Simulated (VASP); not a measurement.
# CO2 (I-42d) in VASP: single point with r2SCAN

Aim: the single point of CO2 with r2SCAN.

Program: VASP 6.6.1. These are calculated values, not measurements. Logs are shortened: lines on timing, memory, paths and dates and some standing lists are left out, and cuts for length are marked.

## 1. The cell of the first run

The structure is tetragonal, space group I-42d (No. 122). Conventional cell: a = 3.908 Å, b = 3.908 Å, c = 5.937 Å, α = 90.00°, β = 90.00°, γ = 90.00°. Within 1.9 Å of C (site symmetry -4) lie 4 O at 1.39 Å. Within 1.9 Å of O (site symmetry 2) lie 2 C at 1.39 Å.

## 2. Single point, r2SCAN

The input, POSCAR:

```
CO2
1.0
   -1.9539832811      1.9539832811      2.9684772081
    1.9539832811     -1.9539832811      2.9684772081
    1.9539832811      1.9539832811     -2.9684772081
C O
2 4
Direct
    0.0000000000      0.0000000000      0.0000000000
    0.7500000000      0.2500000000      0.5000000000
    0.3750000000      0.2924682425      0.4174682425
    0.7075317575      0.1250000000      0.0825317575
    0.8750000000      0.9575317575      0.5825317575
    0.0424682425      0.6250000000      0.9174682425
```

The input, INCAR.step1:

```
PREC = Accurate
ENCUT = 1480
ISMEAR = 0
SIGMA = 0.1
LREAL = False
LASPH = True
NELM = 120
NBANDS = 25
GGA = PE
ALGO = Normal
EDIFF = 1E-5
LWAVE = True
LCHARG = False
GGA_COMPAT = False
```

The input, INCAR.step2:

```
PREC = Accurate
ENCUT = 1480
EDIFF = 1E-6
ISMEAR = 0
SIGMA = 0.1
LREAL = False
LASPH = True
NELM = 120
ALGO = Normal
ISIF = 2
LWAVE = False
LCHARG = False
METAGGA = R2SCAN
LMIXTAU = True
NBANDS = 25
ISTART = 1
GGA_COMPAT = False
```

The input, KPOINTS:

```
regular mesh
0
Gamma
  8 8 8
```

Potentials or basis: VASP PAW PBE potentials, release 64 (C_h, O_h).

Command:

```bash
$ cat potpaw_PBE.64/C_h/POTCAR potpaw_PBE.64/O_h/POTCAR > POTCAR
$ cp INCAR.step1 INCAR
$ mpirun -np 1 vasp_std > vasp.out
$ cp INCAR.step2 INCAR
$ mpirun -np 1 vasp_std > vasp.out
```

OUTCAR:

```text
PREC = Accurate
   ENCUT = 1480
   EDIFF = 1E-6
   ISMEAR = 0
   LREAL = False
   LASPH = True
   NELM = 120
   ISIF = 2
   METAGGA = R2SCAN
   ISTART = 1

 ion  position               nearest neighbor table
   1  0.000  0.000  0.000-   6 1.39   4 1.39   5 1.39   3 1.39
   2  0.750  0.250  0.500-   3 1.39   4 1.39   5 1.39   6 1.39
   3  0.375  0.292  0.417-   2 1.39   1 1.39
   4  0.708  0.125  0.083-   1 1.39   2 1.39
   5  0.875  0.958  0.583-   1 1.39   2 1.39
   6  0.042  0.625  0.917-   1 1.39   2 1.39

  LATTYP: Found a body centered tetragonal cell.
 ALAT       =     3.9079665622
 C/A-ratio  =     1.5191927366

  Lattice vectors:

 A1 = (  -1.9539832811,   1.9539832811,   2.9684772081)
 A2 = (   1.9539832811,  -1.9539832811,   2.9684772081)
 A3 = (   1.9539832811,   1.9539832811,  -2.9684772081)

Analysis of symmetry for initial positions (statically):
=====================================================================
 Subroutine PRICEL returns:
 Original cell was already a primitive cell.

 Routine SETGRP: Setting up the symmetry group for a
 body centered tetragonal supercell.

 Subroutine GETGRP returns: Found  8 space group operations
 (whereof  4 operations were pure point group operations)
 out of a pool of 16 trial point group operations.

The static configuration has the point symmetry S_4 .
 The point group associated with its full space group is D_2d.

Analysis of symmetry for dynamics (positions and initial velocities):
=====================================================================
 Subroutine PRICEL returns:
 Original cell was already a primitive cell.

 Routine SETGRP: Setting up the symmetry group for a
 body centered tetragonal supercell.

 Subroutine GETGRP returns: Found  8 space group operations
 (whereof  4 operations were pure point group operations)
 out of a pool of 16 trial point group operations.

The dynamic configuration has the point symmetry S_4 .
 The point group associated with its full space group is D_2d.

 Subroutine INISYM returns: Found  8 space group operations
 (whereof  4 operations are pure point group operations),
 and found     1 'primitive' translations

----------------------------------------------------------------------------------------

                                     Primitive cell

  volume of cell :      45.3352

  direct lattice vectors                    reciprocal lattice vectors
    -1.953983281  1.953983281  2.968477208     0.000000000  0.255887553  0.168436530
     1.953983281 -1.953983281  2.968477208     0.255887553  0.000000000  0.168436530
     1.953983281  1.953983281 -2.968477208     0.255887553  0.255887553  0.000000000

  length of vectors
     4.055608248  4.055608248  4.055608248     0.306348338  0.306348338  0.361879648

  position of ions in fractional coordinates (direct lattice)
     0.000000000  0.000000000  0.000000000
     0.750000000  0.250000000  0.500000000
     0.375000000  0.292468243  0.417468243
     0.707531757  0.125000000  0.082531757
     0.875000000  0.957531757  0.582531757
     0.042468243  0.625000000  0.917468243

  ion indices of the primitive-cell ions
   primitive index   ion index
                 1           1
                 2           2
                 3           3
                 4           4
                 5           5
                 6           6

----------------------------------------------------------------------------------------

 KPOINTS: regular mesh

Automatic generation of k-mesh.
 Grid dimensions read from file:
 generate k-points for:    8    8    8

 Generating k-lattice:

  Cartesian coordinates                     Fractional coordinates (reciprocal lattice)
     0.000000000  0.031985944  0.021054566     0.125000000  0.000000000  0.000000000
     0.031985944  0.000000000  0.021054566     0.000000000  0.125000000  0.000000000
     0.031985944  0.031985944  0.000000000     0.000000000  0.000000000  0.125000000

  Length of vectors
     0.038293542  0.038293542  0.045234956

  Shift w.r.t. Gamma in fractional coordinates (k-lattice)
     0.000000000  0.000000000  0.000000000

 Subroutine IBZKPT returns following result:
 ===========================================

 Found     59 irreducible k-points:

 Following reciprocal coordinates:
            Coordinates               Weight
  0.000000  0.000000  0.000000      1.000000
  0.125000  0.000000 -0.000000      8.000000
  0.250000  0.000000 -0.000000      8.000000
  0.375000 -0.000000  0.000000      8.000000
  0.500000  0.000000 -0.000000      4.000000
  0.125000  0.125000 -0.000000      8.000000
[... 16 lines left out ...]
  0.250000  0.125000  0.125000     16.000000
  0.375000  0.125000  0.125000      8.000000
 [... further k-points ...]
   k-points           NKPTS =     59   k-points in BZ     NKDIM =     59   number of bands    NBANDS=     25
   number of dos      NEDOS =    301   number of ions     NIONS =      6
   total plane-waves  NPLWV = 157464
   dimension x,y,z NGX =    54 NGY =   54 NGZ =   54
   dimension x,y,z NGXF=   108 NGYF=  108 NGZF=  108
   ions per type =               2   4
   NGX,Y,Z   is equivalent  to a cutoff of  22.14, 22.14, 22.14 a.u.
   NGXF,Y,Z  is equivalent  to a cutoff of  44.27, 44.27, 44.27 a.u.
 SYSTEM =  unknown system
   PREC   = accura    normal or accurate (medium, high low for compatibility)
   ISTART =      1    job   : 0-new  1-cont  2-samecut
   ICHARG =      0    charge: 1-file 2-atom 10-const
   ISPIN  =      1    spin polarized calculation?
   LNONCOLLINEAR =      F non collinear calculations
   LSORBIT =      F    spin-orbit coupling
   LASPH  =      T    aspherical Exc in radial PAW
   ENCUT  = 1480.0 eV 108.78 Ry   10.43 a.u.  12.72 12.72 12.72*2*pi/ulx,y,z
   NELM   =    120;   NELMIN=  2; NELMDL=  0     # of ELM steps
   EDIFF  = 0.1E-05   stopping-criterion for ELM
   LREAL  =      F    real-space projection
[... 7 lines left out ...]
   TEBEG  =    0.0;   TEEND  =   0.0 temperature during run
   PSTRESS=    0.0 pullay stress
   NELECT =      32.0000    total number of electrons
   NUPDOWN=      -1.0000    fix difference up-down
   EMIN   =  10.00;   EMAX   =-10.00  energy-range for DOS
   EFERMI =   0.00;   METHOD = LEGACY
   ISMEAR =     0;   SIGMA  =   0.10  broadening in eV -4-tet -1-fermi 0-gaus
   EFERMI_NEDOS =   21; number of points for ismear=-14 and -15
   IALGO  =     38    algorithm
   IMIX   =      4    mixing-type and parameters
     AMIX     =   0.40;   BMIX     =  1.00
     AMIX_MAG =   1.60;   BMIX_MAG =  1.00
  volume/ion in A,a.u.               =       7.56        50.99
  Fermi-wavevector in a.u.,A,eV,Ry     =   1.457627  2.754515 28.907972  2.124676
  Thomas-Fermi vector in A             =   2.574406
   LORBIT       =      0    0 simple, 1 ext, 2 COOP (PROOUT), +10 PAW based schemes
   METAGGA = R2SCAN    functional components
   LHFCALC =     F    Hartree Fock is set to
   AEXX    =    0.0000 exact exchange contribution
   IVDW    =     0    specifies the selected vdW correction
   LEPSILON=     F    determine dielectric tensor
   LRPA    =     F    only Hartree local field effects (RPA)
 non-spin polarized calculation
 Gauss-broadening in eV      SIGMA  =   0.10
  energy-cutoff  :     1480.00
  volume of cell :       45.34
 maximum number of plane-waves:      5911
 NGX is ok and might be reduce to    54
   NGX = 25   NGY = 25   NGZ = 25

 number of electron      31.9999998 magnetization

 Free energy of the ion-electron system (eV)
  ---------------------------------------------------
  ext. energy  EPLUGINS =         0.00000000
  ---------------------------------------------------
  free energy    TOTEN  =       -49.79449603 eV

  energy without entropy =      -49.79449603  energy(sigma->0) =      -49.79449603

 E-fermi :   3.3969     XC(G=0): -12.0781

 val. band max:        2.9858974032   @ k =   0.5000   0.0000  -0.0000
 cond. band min:      11.5566013631   @ k =   0.0000   0.0000   0.0000
 fundamental gap:      8.5707039599
 Fermi energy:         3.3968675248

 k-point     1 :       0.0000    0.0000    0.0000
  band No.  band energies     occupation
      1     -22.3679      2.00000
      2     -17.0207      2.00000
      3     -17.0207      2.00000
      4     -16.3040      2.00000
      5     -12.1682      2.00000
      6      -6.9524      2.00000
[... 17 lines left out ...]
     24      19.5775      0.00000
     25      19.5775      0.00000

 k-point     2 :       0.1250    0.0000   -0.0000
  band No.  band energies     occupation
      1     -22.2604      2.00000
      2     -17.2590      2.00000
      3     -17.0484      2.00000
      4     -16.4454      2.00000
      5     -11.8353      2.00000
      6      -6.9426      2.00000
[... 17 lines left out ...]
     24      19.5014      0.00000
     25      19.7149      0.00000

 k-point     3 :       0.2500    0.0000   -0.0000
  band No.  band energies     occupation
      1     -21.9580      2.00000
      2     -17.9480      2.00000
      3     -17.1047      2.00000
      4     -16.6094      2.00000
      5     -11.1458      2.00000
      6      -6.9429      2.00000
[... 17 lines left out ...]
     24      19.1464      0.00000
     25      19.7078      0.00000

 k-point     4 :       0.3750   -0.0000    0.0000
  band No.  band energies     occupation
      1     -21.5499      2.00000
      2     -18.7176      2.00000
      3     -17.1476      2.00000
      4     -16.7144      2.00000
      5     -10.5597      2.00000
      6      -6.9157      2.00000
[... 17 lines left out ...]
     24      18.8123      0.00000
     25      19.3605      0.00000
[... 477 lines left out ...]
 k-point    22 :       0.1250    0.1250    0.1250
  band No.  band energies     occupation
      1     -21.6828      2.00000
      2     -18.4406      2.00000
      3     -17.1631      2.00000
      4     -16.6848      2.00000
      5     -10.6874      2.00000
      6      -7.5409      2.00000
[... 17 lines left out ...]
     24      19.0559      0.00000
     25      20.0087      0.00000

 k-point    23 :       0.2500    0.1250    0.1250
  band No.  band energies     occupation
      1     -21.2718      2.00000
      2     -19.0707      2.00000
      3     -17.2124      2.00000
      4     -16.8089      2.00000
      5     -10.1202      2.00000
      6      -7.6424      2.00000
[... 17 lines left out ...]
     24      18.8696      0.00000
     25      19.4384      0.00000

 k-point    24 :       0.3750    0.1250    0.1250
  band No.  band energies     occupation
      1     -21.0197      2.00000
      2     -19.4106      2.00000
      3     -17.2265      2.00000
      4     -16.8617      2.00000
      5      -9.8737      2.00000
      6      -7.6613      2.00000
[... 17 lines left out ...]
     24      18.6469      0.00000
     25      19.4903      0.00000

 [... further k-points ...]
[... 5 lines left out ...]
  --------------------------------------------------------------------------------------
  -------------------------------------------------------------------------------------
  Total       -0.0615867     -0.0615867     -0.1112294      0.0000000     -0.0000000      0.0000000
  in kB       -2.1765167     -2.1765167     -3.9309240      0.0000000     -0.0000000      0.0000000
  external PRESSURE =      -2.7613191 kB  Pullay stress =       0.0000000 kB

 VOLUME and BASIS-vectors are now :
 -----------------------------------------------------------------------------
  energy-cutoff  :     1480.00
  volume of cell :       45.34
      direct lattice vectors                 reciprocal lattice vectors
    -1.953983281  1.953983281  2.968477208     0.000000000  0.255887553  0.168436530
     1.953983281 -1.953983281  2.968477208     0.255887553  0.000000000  0.168436530
     1.953983281  1.953983281 -2.968477208     0.255887553  0.255887553  0.000000000

 POSITION                                       TOTAL-FORCE (eV/Angst)
 -----------------------------------------------------------------------------------
      0.00000      0.00000      0.00000        -0.000000     -0.000000     -0.000000
      0.00000      1.95398      1.48424        -0.000000     -0.000000      0.000000
      0.65446      0.97699      0.74212         0.006675     -0.000000     -0.000000
     -0.97699      1.29952      2.22636        -0.000000     -0.006675      0.000000
      1.29952      0.97699      3.71060        -0.006675     -0.000000      0.000000
      2.93097      0.65446     -0.74212        -0.000000      0.006675     -0.000000
 -----------------------------------------------------------------------------------
    total drift:                                0.000000      0.000000      0.000000

  FREE ENERGIE OF THE ION-ELECTRON SYSTEM (eV)
  ---------------------------------------------------
  free  energy   TOTEN  =       -49.7944960327 eV

  energy  without entropy=      -49.7944960327  energy(sigma->0) =      -49.79449603
```

Run time: 14 min. Hardware: 1 thread of Intel Xeon 6975P-C (Granite Rapids), shared host; peak memory 0.55 GiB.

Results:

```
Free energy            : -49.7945 eV
Pressure               : -0.3 GPa
Largest force          : 0.007 eV/Å
Band gap on the k mesh : 8.57 eV (least direct gap 8.96 eV)
```

Forces in eV/Å, atoms in the order of the input:
```
C    0.000  0.000  0.000
C    0.000  0.000  0.000
O    0.007  0.000  0.000
O    0.000 -0.007  0.000
O   -0.007  0.000  0.000
O    0.000  0.007  0.000
```

Levels at points of the mesh, in eV from the valence-band top:
| k point | band 12 | band 13 | band 14 | band 15 | band 16 | band 17 | band 18 | band 19 | band 20 | band 21 |
| --- | --- | --- | --- | --- | --- | --- | --- | --- | --- | --- |
| (0.00, 0.00, 0.00) | -1.31 | -1.31 | -0.83 | -0.83 | -0.39 | 8.57 | 10.36 | 10.48 | 10.48 | 13.57 |
| (0.50, 0.00, 0.00) | -2.41 | -1.75 | -1.45 | -0.43 | 0.00 | 9.33 | 10.65 | 10.82 | 11.47 | 13.71 |
| (0.50, 0.50, 0.00) | -2.77 | -0.68 | -0.68 | -0.55 | -0.55 | 10.02 | 10.02 | 11.06 | 11.06 | 12.89 |
| (0.50, 0.50, 0.50) | -3.26 | -2.94 | -2.94 | -0.04 | -0.04 | 9.94 | 9.94 | 11.91 | 11.91 | 12.48 |

Caveat: the PAW data sets were made with another functional, which shifts forces and pressure a little.
